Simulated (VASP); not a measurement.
# Mo (P6/mmm) in VASP: a series of runs, part 2 of 2

VASP 6.6.1. Earlier steps stand in the parts before.

## Step 5: Single point, PBEsol (strain +0.025 along x and y, +0.025 along z)

INCAR

```
PREC = Accurate
ENCUT = 520
EDIFF = 1E-7
ISMEAR = 0
SIGMA = 0.15
LREAL = F
LASPH = T
NELM = 80
ALGO = Fast
ISIF = 2
LWAVE = F
LCHARG = T
GGA = PS
LELF = T
LVHAR = T
NBANDS = 13
```

KPOINTS

```
regular mesh
0
Gamma
  24 24 24
```

POSCAR

```
Mo
1.0
    2.8108938102      0.0000000000      0.0000000000
   -1.4054469051      2.4343054470      0.0000000000
    0.0000000000      0.0000000000      2.5543728523
Mo
1
Direct
    0.0000000000      0.0000000000      0.5000000000
```

Potentials or basis: VASP PAW PBE potentials, release 64 (Mo_sv).

The run is started by

```
$ cat potpaw_PBE.64/Mo_sv/POTCAR > POTCAR
$ mpirun -np 1 vasp_std > vasp.out
```

OUTCAR:

```text
PREC = Accurate
   ENCUT = 520
   EDIFF = 1E-7
   ISMEAR = 0
   LREAL = F
   LASPH = T
   NELM = 80
   ISIF = 2
   GGA = PS

 ion  position               nearest neighbor table
   1  0.000  0.000  0.500-

  LATTYP: Found a hexagonal cell.
 ALAT       =     2.8108938102
 C/A-ratio  =     0.9087404309

  Lattice vectors:

 A1 = (   2.8108938102,   0.0000000000,   0.0000000000)
 A2 = (  -1.4054469051,   2.4343054470,   0.0000000000)
[... 563 lines left out ...]
     11      19.8200      0.00000
     12      23.1860      0.00000
     13      27.5018      0.00000

 [... further k-points ...]

------------------------ aborting loop because EDIFF is reached ----------------------------------------

  FORCE on cell =-STRESS in cart. coord.  units (eV):
  Direction    XX          YY          ZZ          XY          YZ          ZX
  --------------------------------------------------------------------------------------
  -------------------------------------------------------------------------------------
  Total       -1.4766113     -1.4766113     -1.6001139      0.0000000     -0.0000000      0.0000000
  in kB     -135.3545812   -135.3545812   -146.6755310      0.0000000     -0.0000000      0.0000000
  external PRESSURE =    -139.1282311 kB  Pullay stress =       0.0000000 kB

 VOLUME and BASIS-vectors are now :
 -----------------------------------------------------------------------------
  energy-cutoff  :      520.00
  volume of cell :       17.48
      direct lattice vectors                 reciprocal lattice vectors
     2.810893810  0.000000000  0.000000000     0.355758726  0.205397396  0.000000000
    -1.405446905  2.434305447  0.000000000     0.000000000  0.410794792  0.000000000
     0.000000000  0.000000000  2.554372852     0.000000000  0.000000000  0.391485526

 POSITION                                       TOTAL-FORCE (eV/Angst)
 -----------------------------------------------------------------------------------
      0.00000      0.00000      1.27719         0.000000      0.000000      0.000000
 -----------------------------------------------------------------------------------
    total drift:                                0.000000     -0.000000     -0.000000

  FREE ENERGIE OF THE ION-ELECTRON SYSTEM (eV)
  ---------------------------------------------------
  free  energy   TOTEN  =       -10.8235675591 eV

  energy  without entropy=      -10.8118669493  energy(sigma->0) =      -10.81771725
```

OSZICAR:

```text
N       E                     dE             d eps       ncg     rms          rms(c)
DAV:   1     0.110115602992E+03    0.11012E+03   -0.91269E+03 20799   0.110E+03
DAV:   2    -0.998098665930E+01   -0.12010E+03   -0.11629E+03 23303   0.328E+02
DAV:   3    -0.114155868729E+02   -0.14346E+01   -0.14295E+01 24088   0.366E+01
DAV:   4    -0.114199239192E+02   -0.43370E-02   -0.43369E-02 23583   0.227E+00
DAV:   5    -0.114199596857E+02   -0.35767E-04   -0.35767E-04 24468   0.175E-01    0.126E+01
RMM:   6    -0.108878498803E+02    0.53211E+00   -0.65976E-01 20634   0.734E+00    0.364E+00
RMM:   7    -0.108271228313E+02    0.60727E-01   -0.16243E-01 21097   0.352E+00    0.845E-01
RMM:   8    -0.108238424656E+02    0.32804E-02   -0.10375E-02 22708   0.111E+00    0.177E-01
RMM:   9    -0.108235731583E+02    0.26931E-03   -0.98594E-04 23321   0.329E-01    0.301E-02
RMM:  10    -0.108235671462E+02    0.60121E-05   -0.19894E-04 23616   0.151E-01    0.285E-02
RMM:  11    -0.108235680138E+02   -0.86758E-06   -0.16520E-05 23567   0.506E-02    0.350E-03
RMM:  12    -0.108235674824E+02    0.53146E-06   -0.43298E-06 23783   0.239E-02    0.146E-03
RMM:  13    -0.108235676253E+02   -0.14297E-06   -0.48491E-07 19917   0.894E-03    0.984E-04
RMM:  14    -0.108235675591E+02    0.66229E-07   -0.99271E-08 14386   0.384E-03
   1 F= -.10823568E+02 E0= -.10817717E+02  d E =-.117006E-01
```

It took 81 s on 1 thread of Intel Xeon Platinum 8375C at 2.90GHz (Ice Lake), shared host; peak memory 0.27 GiB.

Results:

```yaml
Free_energy: -10.8236 eV
Pressure: -13.9 GPa
Band_gap_on_the_k_mesh: zero (band 7 reaches 11.41 eV, above the bottom of band 8 at 9.77 eV)
```

Stress tensor (GPa, compression positive):
```
-13.54   0.00   0.00
  0.00 -13.54   0.00
  0.00   0.00 -14.67
```

Caveat: the cell differs from its parent crystal (strain +0.025 along x and y, +0.025 along z); the PAW data sets were made with another functional, which shifts forces and pressure a little.

## Step 6: Single point, PBEsol (strain +0.050 along x and y, +0.000 along z)

INCAR

```
SYSTEM = Mo
  PREC = Accurate
  ENCUT = 520
  EDIFF = 1E-6
  ISMEAR = 0
  SIGMA = 0.15
  LREAL = .False.
  LASPH = .True.
  NELM = 80
  ALGO = Fast
  ISIF = 2
  LWAVE = .False.
  LCHARG = .True.
  GGA = PS
  LELF = .True.
  LVHAR = .True.
  NBANDS = 13
```

KPOINTS

```
Automatic mesh
0
Gamma
  24 24 24
  0 0 0
```

POSCAR

```
Mo
1.0
    2.8794521958      0.0000000000      0.0000000000
   -1.4397260979      2.4936787506      0.0000000000
    0.0000000000      0.0000000000      2.4920710754
Mo
1
Direct
    0.0000000000      0.0000000000      0.5000000000
```

Potentials or basis: VASP PAW PBE potentials, release 64 (Mo_sv).

The run is started by

```
$ cat potpaw_PBE.64/Mo_sv/POTCAR > POTCAR
$ mpirun -np 1 vasp_std > vasp.out
```

It took 73 s on 1 thread of Intel Xeon Platinum 8375C at 2.90GHz (Ice Lake), shared host; peak memory 0.28 GiB.

Results (log left out):

| Item | Value |
| --- | --- |
| Free energy | -10.7690 eV |
| Pressure | -16.8 GPa |
| Band gap on the k mesh | zero (band 7 reaches 10.81 eV, above the bottom of band 8 at 9.37 eV) |

Stress tensor (GPa, compression positive):
```
-19.48   0.00   0.00
  0.00 -19.48   0.00
  0.00   0.00 -11.43
```

Levels at points of the mesh, in eV from the Fermi level:
```
           k point  band 4  band 5  band 6  band 7  band 8  band 9  band 10  band 11
(0.00, 0.00, 0.00)  -33.90   -6.41   -4.00   -0.79   -0.79    4.13     4.13    12.49
(0.50, 0.00, 0.00)  -33.82   -4.31   -3.28    0.66    1.98    3.58     3.66     8.54
(0.00, 0.00, 0.50)  -34.20   -2.92    0.08    0.08    0.26    0.26     0.68    10.85
(0.50, 0.00, 0.50)  -34.39   -4.81   -2.42   -0.92    4.07    5.93     6.59     6.81
```

Caveat: the cell differs from its parent crystal (strain +0.050 along x and y, +0.000 along z); the PAW data sets were made with another functional, which shifts forces and pressure a little.

## Step 7: Overview

```csv
cell,further INCAR settings,gap on the mesh (eV),pressure (GPa)
"a = 2.742, b = 2.742, c = 2.617 Å, angles 90.0, 90.0, 120.0°, 1 atom",ALGO = Fast; EDIFF = 1e-06; NBANDS = 13,none,-8.8
"a = 2.811, b = 2.811, c = 2.492 Å, angles 90.0, 90.0, 120.0°, 1 atom",ALGO = Fast; EDIFF = 1e-07; NBANDS = 13,none,-9.3
"a = 2.879, b = 2.879, c = 2.430 Å, angles 90.0, 90.0, 120.0°, 1 atom",ALGO = Fast; EDIFF = 1e-06; NBANDS = 13,none,-11.7
"a = 2.811, b = 2.811, c = 2.554 Å, angles 90.0, 90.0, 120.0°, 1 atom",ALGO = Fast; EDIFF = 1e-07; NBANDS = 13,none,-13.9
"a = 2.879, b = 2.879, c = 2.492 Å, angles 90.0, 90.0, 120.0°, 1 atom",ALGO = Fast; EDIFF = 1e-06; NBANDS = 13,none,-16.8
```

Alike in all rows: task single point; level PBEsol; potentials or basis VASP PAW PBE potentials, release 64 (Mo_sv); no spin polarisation; k mesh 24 × 24 × 24; cutoff (eV) 520; smearing gaussian 0.15 eV.

Caveats: the PAW data sets were made with another functional, which shifts forces and pressure a little.

Absolute energies hang on the potentials; compare differences alone.
